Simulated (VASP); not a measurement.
Si:

```
Si
1.0
    -3.32544    3.32544    1.92239
     3.32544   -3.32544    1.92239
     3.32544    3.32544   -1.92239
Si
4
Direct
  0.82120 0.17880 0.00000
  0.17880 0.82120 0.00000
  0.82120 0.82120 0.64240
  0.17880 0.17880 0.35760
```

Base run:

| Quantity | Value |
| --- | --- |
| Program | VASP 6.6.1 |
| Functional | LDA |
| Potentials or basis | VASP PAW LDA potentials, release 64 (Si) |
| Cutoff | 520 eV |
| k mesh | 8 × 8 × 8 |
| Occupations | fermi-dirac, width 0.05 eV |
| Spin | no spin polarisation |

Its results: band gap on the k mesh 0.15 eV (least direct gap 0.28 eV); pressure -1.8 GPa; largest force 0.021 eV/Å.

Task: The run is repeated on the same cell with these changes: functional from LDA to PBEsol; potentials or basis from VASP PAW LDA potentials, release 64 (Si) to VASP PAW PBE potentials, release 64 (Si). What comes out?

Result: Band gap on the k mesh 0.16 eV (least direct gap 0.28 eV); pressure -0.2 GPa; largest force 0.011 eV/Å.

Caveats: semilocal functionals underestimate gaps, and a narrow one can read as zero; the PAW data sets were made with another functional, which shifts forces and pressure a little (at least some runs).

A k mesh can miss the band edges.
